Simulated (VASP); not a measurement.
# C (Cmmm) in VASP: further runs, part 2 of 2

VASP 6.6.1. The steps go on from the part before.

## Step 3: Single point, PBE+D3(BJ) (atoms displaced along a vibrational mode, the cell strained)

INCAR reads:

```
  ALGO = Normal
  EDIFF = 1E-6
  ENCUT = 520
  GGA = PE
  ISIF = 2
  ISMEAR = 0
  IVDW = 12
  LASPH = True
  LCHARG = False
  LREAL = False
  LWAVE = False
  NBANDS = 11
  NELM = 100
  PREC = Accurate
  SIGMA = 0.15
```

KPOINTS reads:

```
k-points
0
Gamma
  21 21 12
```

POSCAR reads:

```
C
1.0
    2.4851167323      0.0000000000      0.0000000000
   -1.2425583661      2.1521742215      0.0000000000
    0.0000000000      0.0000000000      3.6016171223
C
2
Direct
    0.3286483037      0.6572966074      0.0000000000
    0.6713516963      0.3427033926      0.0000000000
```

Potentials or basis: VASP PAW PBE potentials, release 64 (C).

Command:

```console
cat potpaw_PBE.64/C/POTCAR > POTCAR
mpirun -np 1 vasp_std > vasp.out
```

OUTCAR:

```text
EDIFF = 1E-6
   ENCUT = 520
   GGA = PE
   ISIF = 2
   ISMEAR = 0
   IVDW = 12
   LASPH = True
   LREAL = False
   NELM = 100
   PREC = Accurate
 IVDW          = 12

 ion  position               nearest neighbor table
   1  0.329  0.657  0.000-   2 1.42   2 1.42   2 1.48
   2  0.671  0.343  0.000-   1 1.42   1 1.42   1 1.48

  LATTYP: Found a hexagonal cell.
 ALAT       =     2.4851167323
 C/A-ratio  =     1.4492748270

  Lattice vectors:

 A1 = (   2.4851167323,   0.0000000000,   0.0000000000)
 A2 = (  -1.2425583661,   2.1521742215,   0.0000000000)
 A3 = (   0.0000000000,   0.0000000000,   3.6016171223)

Analysis of symmetry for initial positions (statically):
=====================================================================
 Subroutine PRICEL returns:
 Original cell was already a primitive cell.

 Routine SETGRP: Setting up the symmetry group for a
 hexagonal supercell.

 Subroutine GETGRP returns: Found  8 space group operations
 (whereof  8 operations were pure point group operations)
 out of a pool of 24 trial point group operations.

The static configuration has the point symmetry D_2h.

Analysis of symmetry for dynamics (positions and initial velocities):
=====================================================================
 Subroutine PRICEL returns:
 Original cell was already a primitive cell.

 Routine SETGRP: Setting up the symmetry group for a
 hexagonal supercell.

 Subroutine GETGRP returns: Found  8 space group operations
 (whereof  8 operations were pure point group operations)
 out of a pool of 24 trial point group operations.

The dynamic configuration has the point symmetry D_2h.

 Subroutine INISYM returns: Found  8 space group operations
 (whereof  8 operations are pure point group operations),
 and found     1 'primitive' translations

[... 118 lines left out ...]
   LORBIT       =      0    0 simple, 1 ext, 2 COOP (PROOUT), +10 PAW based schemes
   GGA     = PE    functional components
   LHFCALC =     F    Hartree Fock is set to
   AEXX    =    0.0000 exact exchange contribution
   IVDW    =    12    specifies the selected vdW correction
   LEPSILON=     F    determine dielectric tensor
   LRPA    =     F    only Hartree local field effects (RPA)
 non-spin polarized calculation
 Gauss-broadening in eV      SIGMA  =   0.15
  energy-cutoff  :      520.00
  volume of cell :       19.26
 maximum number of plane-waves:       530
   NGX =  9   NGY =  9   NGZ = 13

 number of electron       7.9999999 magnetization

 Free energy of the ion-electron system (eV)
  ---------------------------------------------------
  ext. energy  EPLUGINS =         0.00000000
  ---------------------------------------------------
  free energy    TOTEN  =       -18.38384751 eV

  energy without entropy =      -18.38345517  energy(sigma->0) =      -18.38365134

 E-fermi :   3.9501     XC(G=0):  -9.7758

 val. band max:        3.9079113721   @ k =   0.3333   0.3333   0.1667
 cond. band min:       3.9827849486   @ k =   0.3333   0.3333   0.3333
 fundamental gap:      0.0748735765
 Fermi energy:         3.9501023580

 k-point     1 :       0.0000    0.0000    0.0000
  band No.  band energies     occupation
      1     -15.4593      2.00000
      2      -2.7841      2.00000
      3       0.3213      2.00000
      4       1.5171      2.00000
      5       7.8262      0.00000
      6      11.3142      0.00000
      7      12.8772      0.00000
      8      15.2432      0.00000
      9      15.8374      0.00000
     10      25.8588      0.00000
     11      27.1058      0.00000
[... 309 lines left out ...]
 k-point    24 :       0.0952    0.0476    0.0000
  band No.  band energies     occupation
      1     -15.0877      2.00000
      2      -2.3595      2.00000
      3      -0.7001      2.00000
      4       0.4230      2.00000
      5       8.2859      0.00000
      6      11.8835      0.00000
      7      13.8373      0.00000
      8      14.1061      0.00000
      9      16.5947      0.00000
     10      26.3775      0.00000
     11      26.8067      0.00000

 [... further k-points ...]

------------------------ aborting loop because EDIFF is reached ----------------------------------------

 Edisp (eV)   -0.28590

 E8    (eV) :    -0.0803

  FORCE on cell =-STRESS in cart. coord.  units (eV):
  Direction    XX          YY          ZZ          XY          YZ          ZX
  --------------------------------------------------------------------------------------
  -------------------------------------------------------------------------------------
  Total      -0.59737    -1.34613    -0.02771    -0.00000     0.00000     0.00000
  in kB     -49.68577  -111.96350    -2.30457    -0.00000     0.00000     0.00000
  external pressure =      -54.65 kB  Pullay stress =        0.00 kB

 VOLUME and BASIS-vectors are now :
 -----------------------------------------------------------------------------
  energy-cutoff  :      520.00
  volume of cell :       19.26
      direct lattice vectors                 reciprocal lattice vectors
     2.485116732  0.000000000  0.000000000     0.402395584  0.232323199  0.000000000
    -1.242558366  2.152174222  0.000000000     0.000000000  0.464646398  0.000000000
     0.000000000  0.000000000  3.601617122     0.000000000  0.000000000  0.277653056

 POSITION                                       TOTAL-FORCE (eV/Angst)
 -----------------------------------------------------------------------------------
      0.00000      1.41462      0.00000         0.000000      1.953247     -0.000000
      1.24256      0.73756      0.00000        -0.000000     -1.953247      0.000000
 -----------------------------------------------------------------------------------
    total drift:                               -0.000000      0.000000      0.000000

  FREE ENERGIE OF THE ION-ELECTRON SYSTEM (eV)
  ---------------------------------------------------
  free  energy   TOTEN  =       -18.6697506790 eV

  energy  without entropy=      -18.6693583463  energy(sigma->0) =      -18.66955451
```

Wall time 2.1 min (1 thread of Intel Xeon Platinum 8259CL at 2.50GHz (Skylake/Cascade Lake), shared host); peak memory 0.25 GiB.

Results:

```yaml
Free_energy: -18.6698 eV
Pressure: -5.5 GPa
Largest_force: 1.953 eV/Å
Band_gap_on_the_k_mesh: zero (bands 4 and 5 overlap by 0.37 eV)
Dispersion_energy_per_atom: -0.143 eV
```

Forces on the atoms (eV/Å):
```
C    0.000  1.953  0.000
C    0.000 -1.953  0.000
```

Levels at points of the mesh, in eV from the Fermi level:
| k point | band 1 | band 2 | band 3 | band 4 | band 5 | band 6 | band 7 | band 8 |
| --- | --- | --- | --- | --- | --- | --- | --- | --- |
| (0.00, 0.00, 0.00) | -19.41 | -6.73 | -3.63 | -2.43 | 3.88 | 7.36 | 8.93 | 11.29 |
| (0.00, 0.00, 0.50) | -19.24 | -8.10 | -3.61 | -2.41 | 7.42 | 8.99 | 9.09 | 11.05 |

Caveat: the cell differs from its parent crystal (atoms displaced along a vibrational mode, the cell strained); the cell stands under tension; forces of over 1 eV/Å act on the atoms, so gaps and moduli don't describe the material at rest.

## Step 4: Single point, PBE+D3(BJ) (atoms displaced along a vibrational mode, the cell strained)

INCAR reads:

```
SYSTEM = C
ALGO     = Normal         ! electronic algorithm
EDIFF    = 1E-7           ! SCF threshold, eV
ENCUT    = 520            ! plane-wave cutoff, eV
GGA      = PE             ! functional
ISIF     = 2              ! what is computed and relaxed
ISMEAR   = 0              ! smearing method
IVDW     = 12             ! dispersion correction
LASPH    = .TRUE.         ! aspherical terms in the spheres
LCHARG   = .FALSE.        ! write CHGCAR
LREAL    = .FALSE.        ! projectors in reciprocal space
LWAVE    = .FALSE.        ! write WAVECAR
NBANDS   = 11             ! bands
NELM     = 80             ! most SCF steps
PREC     = Accurate       ! precision mode
SIGMA    = 0.15           ! smearing width, eV
```

KPOINTS reads:

```
k-points
0
G
  21 21 12
  0 0 0
```

POSCAR reads:

```
C
1.0
    2.4851167323      0.0000000000      0.0000000000
   -1.2425583661      2.1521742215      0.0000000000
    0.0000000000      0.0000000000      3.6016171223
C
2
Direct
    0.3192782444      0.6385564889      0.0000000000
    0.6807217556      0.3614435111      0.0000000000
```

Potentials or basis: VASP PAW PBE potentials, release 64 (C).

Command:

```console
cat potpaw_PBE.64/C/POTCAR > POTCAR
mpirun -np 1 vasp_std > vasp.out
```

OUTCAR:

```text
SYSTEM = C
   EDIFF = 1E-7
   ENCUT = 520
   GGA = PE
   ISIF = 2
   ISMEAR = 0
   IVDW = 12
   LASPH = .TRUE.
   LREAL = .FALSE.
   NELM = 80
   PREC = Accurate
 IVDW          = 12

 ion  position               nearest neighbor table
   1  0.319  0.639  0.000-   2 1.38   2 1.38   2 1.56
   2  0.681  0.361  0.000-   1 1.38   1 1.38   1 1.56

  LATTYP: Found a hexagonal cell.
 ALAT       =     2.4851167323
 C/A-ratio  =     1.4492748270

  Lattice vectors:

 A1 = (   2.4851167323,   0.0000000000,   0.0000000000)
 A2 = (  -1.2425583661,   2.1521742215,   0.0000000000)
 A3 = (   0.0000000000,   0.0000000000,   3.6016171223)

Analysis of symmetry for initial positions (statically):
=====================================================================
 Subroutine PRICEL returns:
 Original cell was already a primitive cell.

 Routine SETGRP: Setting up the symmetry group for a
 hexagonal supercell.

 Subroutine GETGRP returns: Found  8 space group operations
 (whereof  8 operations were pure point group operations)
 out of a pool of 24 trial point group operations.

The static configuration has the point symmetry D_2h.

Analysis of symmetry for dynamics (positions and initial velocities):
=====================================================================
 Subroutine PRICEL returns:
 Original cell was already a primitive cell.

 Routine SETGRP: Setting up the symmetry group for a
 hexagonal supercell.

 Subroutine GETGRP returns: Found  8 space group operations
 (whereof  8 operations were pure point group operations)
 out of a pool of 24 trial point group operations.

The dynamic configuration has the point symmetry D_2h.

 Subroutine INISYM returns: Found  8 space group operations
 (whereof  8 operations are pure point group operations),
 and found     1 'primitive' translations

----------------------------------------------------------------------------------------

                                     Primitive cell

  volume of cell :      19.2629
[... 116 lines left out ...]
   AEXX    =    0.0000 exact exchange contribution
   IVDW    =    12    specifies the selected vdW correction
   LEPSILON=     F    determine dielectric tensor
   LRPA    =     F    only Hartree local field effects (RPA)
 non-spin polarized calculation
 Gauss-broadening in eV      SIGMA  =   0.15
  energy-cutoff  :      520.00
  volume of cell :       19.26
 maximum number of plane-waves:       530
   NGX =  9   NGY =  9   NGZ = 13

 number of electron       8.0000001 magnetization

 Free energy of the ion-electron system (eV)
  ---------------------------------------------------
  ext. energy  EPLUGINS =         0.00000000
  ---------------------------------------------------
  free energy    TOTEN  =       -18.08884667 eV

  energy without entropy =      -18.08842686  energy(sigma->0) =      -18.08863676

 E-fermi :   3.8672     XC(G=0):  -9.7689

 val. band max:        3.8177178226   @ k =   0.3810   0.3333   0.1667
 cond. band min:       3.9037128180   @ k =   0.3810   0.3333   0.3333
 fundamental gap:      0.0859949954
 Fermi energy:         3.8671999390

 k-point     1 :       0.0000    0.0000    0.0000
  band No.  band energies     occupation
      1     -15.4827      2.00000
      2      -2.8282      2.00000
      3      -0.8183      2.00000
      4       2.8011      2.00000
      5       7.8337      0.00000
      6       9.7793      0.00000
      7      14.4545      0.00000
      8      15.3246      0.00000
      9      15.8895      0.00000
     10      25.7242      0.00000
     11      26.9158      0.00000
[... 309 lines left out ...]
 k-point    24 :       0.0952    0.0476    0.0000
  band No.  band energies     occupation
      1     -15.1132      2.00000
      2      -2.4078      2.00000
      3      -1.6321      2.00000
      4       1.3825      2.00000
      5       8.2741      0.00000
      6      10.6629      0.00000
      7      14.1934      0.00000
      8      15.1428      0.00000
      9      16.6974      0.00000
     10      26.1382      0.00000
     11      26.7440      0.00000

 [... further k-points ...]

------------------------ aborting loop because EDIFF is reached ----------------------------------------

 Edisp (eV)   -0.28635

 E8    (eV) :    -0.0804

  FORCE on cell =-STRESS in cart. coord.  units (eV):
  Direction    XX          YY          ZZ          XY          YZ          ZX
  --------------------------------------------------------------------------------------
  -------------------------------------------------------------------------------------
  Total       0.86327    -1.21855    -0.04184    -0.00000     0.00000     0.00000
  in kB      71.80217  -101.35194    -3.48006    -0.00000     0.00000     0.00000
  external pressure =      -11.01 kB  Pullay stress =        0.00 kB

 VOLUME and BASIS-vectors are now :
 -----------------------------------------------------------------------------
  energy-cutoff  :      520.00
  volume of cell :       19.26
      direct lattice vectors                 reciprocal lattice vectors
     2.485116732  0.000000000  0.000000000     0.402395584  0.232323199  0.000000000
    -1.242558366  2.152174222  0.000000000     0.000000000  0.464646398  0.000000000
     0.000000000  0.000000000  3.601617122     0.000000000  0.000000000  0.277653056

 POSITION                                       TOTAL-FORCE (eV/Angst)
 -----------------------------------------------------------------------------------
     -0.00000      1.37428      0.00000         0.000000      5.220758      0.000000
      1.24256      0.77789      0.00000        -0.000000     -5.220758     -0.000000
 -----------------------------------------------------------------------------------
    total drift:                                0.000000      0.000000      0.000000

  FREE ENERGIE OF THE ION-ELECTRON SYSTEM (eV)
  ---------------------------------------------------
  free  energy   TOTEN  =       -18.3751977889 eV

  energy  without entropy=      -18.3747779835  energy(sigma->0) =      -18.37498789
```

stdout:

```text
POSCAR found type information on POSCAR C
 POSCAR found :  1 types and       2 ions
 scaLAPACK will be used
 LDA part: xc-table for (Slater+PW92), standard interpolation
 POSCAR, INCAR and KPOINTS ok, starting setup
 FFT: planning ... GRIDC
 FFT: planning ... GRID_SOFT
 FFT: planning ... GRID
 WAVECAR not read
 entering main loop
```

It took 2.4 min on 1 thread of Intel Xeon Platinum 8259CL at 2.50GHz (Skylake/Cascade Lake), shared host; peak memory 0.25 GiB.

Results:

- Free energy: -18.3752 eV
- Pressure: -1.1 GPa
- Largest force: 5.221 eV/Å
- Band gap on the k mesh: zero (bands 4 and 5 overlap by 0.36 eV)
- Dispersion energy per atom: -0.143 eV

Forces in eV/Å, atoms in the order of the input:
```
C    0.000  5.221  0.000
C    0.000 -5.221  0.000
```

Stress tensor (GPa, compression positive):
```
  7.18   0.00   0.00
  0.00 -10.14   0.00
  0.00   0.00  -0.35
```

Caveat: the cell differs from its parent crystal (atoms displaced along a vibrational mode, the cell strained); forces of over 1 eV/Å act on the atoms, so gaps and moduli don't describe the material at rest.

## Step 5: Single point, PBE+D3(BJ) (atoms displaced along a vibrational mode, the cell strained)

INCAR reads:

```
PREC = Accurate
ENCUT = 520
EDIFF = 1E-6
ISMEAR = 0
SIGMA = 0.15
LREAL = F
LASPH = T
NELM = 80
ALGO = Normal
ISIF = 2
LWAVE = F
LCHARG = F
GGA = PE
IVDW = 12
NBANDS = 11
```

KPOINTS reads:

```
Automatic mesh
0
Gamma
  21 21 12
```

POSCAR reads:

```
C
1.0
    2.4851167323      0.0000000000      0.0000000000
   -1.2425583661      2.1521742215      0.0000000000
    0.0000000000      0.0000000000      3.6016171223
C
2
Direct
    0.3380183630      0.6760367259      0.0000000000
    0.6619816370      0.3239632741      0.0000000000
```

Command:

```console
cat potpaw_PBE.64/C/POTCAR > POTCAR
mpirun -np 1 vasp_std > vasp.out
```

It took 2.1 min on 1 thread of Intel Xeon Platinum 8259CL at 2.50GHz (Skylake/Cascade Lake), shared host; peak memory 0.25 GiB.

Results (log left out):

- Free energy: -18.6672 eV
- Pressure: -5.4 GPa
- Largest force: 2.144 eV/Å
- Band gap on the k mesh: zero (bands 4 and 5 overlap by 0.34 eV)
- Dispersion energy per atom: -0.143 eV

Forces in eV/Å, atoms in the order of the input:
```
C    0.000 -2.144  0.000
C    0.000  2.144  0.000
```

Stress tensor (GPa, compression positive):
```
-11.42   0.00   0.00
  0.00  -4.57   0.00
  0.00   0.00  -0.23
```

Levels at points of the mesh, in eV from the Fermi level:
```
           k point  band 1  band 2  band 3  band 4  band 5  band 6  band 7  band 8
(0.00, 0.00, 0.00)  -19.41   -6.73   -3.62   -2.44    3.88    7.38    8.90   11.29
(0.00, 0.00, 0.50)  -19.24   -8.10   -3.60   -2.42    7.43    8.96    9.09   11.06
```

Caveat: the cell differs from its parent crystal (atoms displaced along a vibrational mode, the cell strained); the cell stands under tension; forces of over 1 eV/Å act on the atoms, so gaps and moduli don't describe the material at rest.

## Step 6: Overview

| cell | gap on the mesh (eV) | pressure (GPa) | largest force (eV/Å) |
| --- | --- | --- | --- |
| a = 2.465, b = 2.465, c = 3.572 Å, angles 90.0, 90.0, 120.0°, 2 atoms, atomic positions A | none | 2.9 | 3.88 |
| a = 2.485, b = 2.485, c = 3.602 Å, angles 90.0, 90.0, 120.0°, 2 atoms, atomic positions B | none | -5.5 | 1.95 |
| a = 2.485, b = 2.485, c = 3.602 Å, angles 90.0, 90.0, 120.0°, 2 atoms, atomic positions C | none | -1.1 | 5.22 |
| a = 2.485, b = 2.485, c = 3.602 Å, angles 90.0, 90.0, 120.0°, 2 atoms, atomic positions D | none | -5.4 | 2.14 |

Alike in all rows: task single point; level PBE+D3(BJ); potentials or basis VASP PAW PBE potentials, release 64 (C); no spin polarisation; k mesh 21 × 21 × 12; cutoff (eV) 520; smearing gaussian 0.15 eV.

Caveats: forces of over 1 eV/Å act on the atoms, so gaps and moduli don't describe the material at rest; the cell stands under tension (at least some runs).

Absolute energies hang on the potentials; compare differences alone.
